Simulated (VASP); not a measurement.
A run of VASP 6.6.1:

Contents of INCAR:

```
SYSTEM = Rh
ALGO = Fast ; EDIFF = 1E-7
ENCUT = 520 ; GGA = PE
ISIF = 2 ; ISMEAR = 0
LASPH = .True. ; LCHARG = .True.
LELF = .True. ; LREAL = .False.
LVHAR = .True. ; LWAVE = .False.
NBANDS = 22 ; NELM = 100
PREC = Accurate ; SIGMA = 0.15
```

File KPOINTS:

```
k-points
0
Gamma
  18 18 10
  0 0 0
```

POSCAR

```
Rh
1.0
    2.6976000000      0.0000000000      0.0000000000
   -1.3488000000      2.3361901292      0.0000000000
    0.0000000000      0.0000000000      4.2448000000
Rh
2
Direct
    0.6666666667      0.3333333333      0.7500000000
    0.3333333333      0.6666666667      0.2500000000
```

Potentials or basis: VASP PAW PBE potentials, release 64 (Rh_pv).

Command:

```bash
$ cat potpaw_PBE.64/Rh_pv/POTCAR > POTCAR
$ mpirun -np 1 vasp_std > vasp.out
```

Hardware: 1 thread of Intel(R) Xeon(R) Platinum 8488C (Sapphire Rapids), with other jobs on the host.

Estimate the wall time of this run.

Wall time 93 s on 1 thread of Intel(R) Xeon(R) Platinum 8488C (Sapphire Rapids), on a shared host, peak memory 0.21 GiB. Counts: scf iterations 15, k points 222.
